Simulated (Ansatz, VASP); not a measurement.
MoH6 in VASP and in Ansatz

```
H Mo
1.0
     3.66682    0.00000    0.00000
     0.00000    3.66682    0.00000
     0.00000    0.00000    4.41941
H Mo
6 1
Direct
  0.50000 0.00000 0.00000
  0.50000 0.00000 0.50000
  0.00000 0.50000 0.00000
  0.00000 0.50000 0.50000
  0.00000 0.00000 0.40111
  0.00000 0.00000 0.59889
  0.00000 0.00000 0.00000
```

Change from the starting cell: ordered vacancies on the cation sites of rhenium trioxide (P4/mmm, No. 123).

Alike in both runs: functional PBE; k mesh 12 × 12 × 8; occupations gaussian, width 0.1 eV; collinear spin.

Ansatz relaxed the structure, and its values are those at the end. VASP's run is a single point on that final structure, the one shown.

|  | VASP | Ansatz |
| --- | --- | --- |
| version | VASP 6.6.1 | Ansatz 0.2.0 |
| potentials or method | VASP PAW PBE potentials, release 64 (H, Mo_sv), cutoff 520 eV | scalar-relativistic, plane waves, PAW |
| valence electrons in the cell | 20 | 20 |

```csv
,VASP,Ansatz,Ansatz less VASP
gap on the k mesh at the Fermi level (eV),none,none,-
pressure (GPa),-0.1,0.0,+0.10
net moment per atom (μB),0.18,0.18,0.000
size of the moment on the site where the two differ most (μB),2.08,0.97,-1.117
```

Site moments also hang on the region over which each program counts them. A gap of «none» marks a metal or a gap that the smearing closes.
